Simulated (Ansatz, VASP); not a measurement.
**Two plane-wave programs on SiC**

POSCAR

```
SiC
1.0
    0.0000000000      2.1781449855      2.1781449855
    2.1781449855      0.0000000000      2.1781449855
    2.1781449855      2.1781449855      0.0000000000
Si C
1 1
Direct
    0.0000000000      0.0000000000      0.0000000000
    0.7155670304      0.7155670304      0.7357373970
```

File INCAR.step1:

```
PREC     = Accurate       # precision mode
ENCUT    = 520            # plane-wave cutoff, eV
ISMEAR   = 0              # smearing method
SIGMA    = 0.05           # smearing width, eV
LREAL    = False          # projectors in reciprocal space
LASPH    = True           # aspherical terms in the spheres
NELM     = 100            # most SCF steps
NBANDS   = 11             # bands
GGA      = PE             # functional
ALGO     = Normal         # electronic algorithm
EDIFF    = 1E-4           # SCF threshold, eV
LWAVE    = True           # write WAVECAR
LCHARG   = False          # write CHGCAR
```

INCAR.step2

```
PREC     = Accurate       # precision mode
ENCUT    = 520            # plane-wave cutoff, eV
EDIFF    = 1E-6           # SCF threshold, eV
ISMEAR   = 0              # smearing method
SIGMA    = 0.05           # smearing width, eV
LREAL    = False          # projectors in reciprocal space
LASPH    = True           # aspherical terms in the spheres
NELM     = 100            # most SCF steps
ALGO     = Normal         # electronic algorithm
ISIF     = 2              # what is computed and relaxed
LWAVE    = False          # write WAVECAR
LCHARG   = False          # write CHGCAR
METAGGA  = R2SCAN         # meta-GGA
LMIXTAU  = True         
NBANDS   = 11             # bands
ISTART   = 1
```

Contents of KPOINTS:

```
Automatic mesh
0
Gamma
  10 10 10
```

Input for Ansatz:

```yaml
crystal:
  lattice:
    - [0.0, 2.1781449855, 2.1781449855]
    - [2.1781449855, 0.0, 2.1781449855]
    - [2.1781449855, 2.1781449855, 0.0]
  atoms:
    - { symbol: Si, position: [0.0, 0.0, 0.0] }
    - { symbol: C, position: [0.7155670304, 0.7155670304, 0.735737397] }
basis:
  ecutwfc: 500
kpoints:
  mp_grid: { grid: [10, 10, 10] }
hamiltonian:
  xc: r2scan
scf:
  occupations: { method: gaussian, width: 0.05 }
output:
  forces: true
  stress: true
  eigenvalues: true
```

Alike in both runs: task single point; functional r2SCAN; k mesh 10 × 10 × 10; occupations gaussian, width 0.05 eV; no spin polarisation.

|  | VASP | Ansatz |
| --- | --- | --- |
| version | VASP 6.6.1 | Ansatz 0.2.0 |
| potentials or method | VASP PAW PBE potentials, release 64 (Si, C), cutoff 520 eV | scalar-relativistic, plane waves, PAW |
| valence electrons in the cell | 8 | 8 |

VASP gave:

```
gap on the k mesh at the Fermi level (eV)                     : 0.58
least direct gap on the mesh (eV)                             : 4.53
pressure (GPa)                                                : 3.8
traceless stress, the component that is largest in VASP (GPa) : -6.13
rms of the force components (eV/Å)                            : 1.590
```

**Question.** Estimate Ansatz's values.

**Answer.** gap on the k mesh at the Fermi level (eV): 0.57; least direct gap on the mesh (eV): 4.52; pressure (GPa): 4.0; traceless stress, the component that is largest in VASP (GPa): -6.20; rms of the force components (eV/Å): 1.592.

VASP's potentials were made for PBE, not for r2SCAN. Atom by atom the forces differ by 0.002 eV/Å (rms over components).
